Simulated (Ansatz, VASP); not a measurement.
## Ge3Pd in VASP and in Ansatz

INCAR

```
PREC     = Accurate       # precision mode
ENCUT    = 600            # plane-wave cutoff, eV
EDIFF    = 1E-6           # SCF threshold, eV
ISMEAR   = -1             # smearing method
SIGMA    = 0.05           # smearing width, eV
LREAL    = F              # projectors in reciprocal space
LASPH    = T              # aspherical terms in the spheres
NELM     = 60             # most SCF steps
ALGO     = Normal         # electronic algorithm
ISIF     = 3              # what is computed and relaxed
LWAVE    = F              # write WAVECAR
LCHARG   = F              # write CHGCAR
GGA      = PS             # functional
IBRION   = 2              # ionic algorithm
NSW      = 80             # ionic steps
EDIFFG   = -0.01          # ionic threshold
```

Contents of KPOINTS:

```
Automatic mesh
0
Gamma
  7 7 7
```

Contents of POSCAR:

```
Ge3Pd
1.0
    4.1420230000      0.0000000000      0.0000000000
    0.0000000000      4.1420230000      0.0000000000
    0.0000000000      0.0000000000      4.1420230000
Pd Ge
1 3
Direct
    0.0000000000      0.0000000000      0.0000000000
    0.5000000000      0.5000000000      0.0000000000
    0.5000000000      0.0000000000      0.5000000000
    0.0000000000      0.5000000000      0.5000000000
```

File input.yaml:

```yaml
crystal:
  lattice:
    - [4.142023, 0.0, 0.0]
    - [0.0, 4.142023, 0.0]
    - [0.0, 0.0, 4.142023]
  atoms:
    - { symbol: Pd, position: [0.0, 0.0, 0.0] }
    - { symbol: Ge, position: [0.5, 0.5, 0.0] }
    - { symbol: Ge, position: [0.5, 0.0, 0.5] }
    - { symbol: Ge, position: [0.0, 0.5, 0.5] }
kpoints:
  mp_grid: { grid: [7, 7, 7] }
scf:
  occupations: { method: fermi_dirac, width: 0.05 }
hamiltonian:
  xc: pbesol
  pseudopotentials: { kind: all_electron, lapw: { basis_error: 0.002 } }
output:
  forces: true
  stress: true
relax:
  f_tol: 0.01
  max_steps: 60
  cell: {}
```

Alike in both runs: task relaxation of cell and atoms; functional PBEsol; k mesh 7 × 7 × 7; occupations fermi-dirac, width 0.05 eV; no spin polarisation.

|  | VASP | Ansatz |
| --- | --- | --- |
| version | VASP 6.6.1 | Ansatz 0.2.0 |
| potentials or method | VASP PAW PBE potentials, release 64 (Pd, Ge_d), cutoff 600 eV | all-electron LAPW, scalar-relativistic |

|  | VASP | Ansatz | Ansatz less VASP |
| --- | --- | --- | --- |
| relaxed volume (Å³/atom) | 16.87 | 16.86 | -0.012 |
| relaxed cell length with the largest relative difference (Å) | 4.071 | 4.071 | -0.0010 |

VASP's potentials were made for PBE, not for PBEsol. Ansatz ran all-electron here, and VASP with PAW potentials.
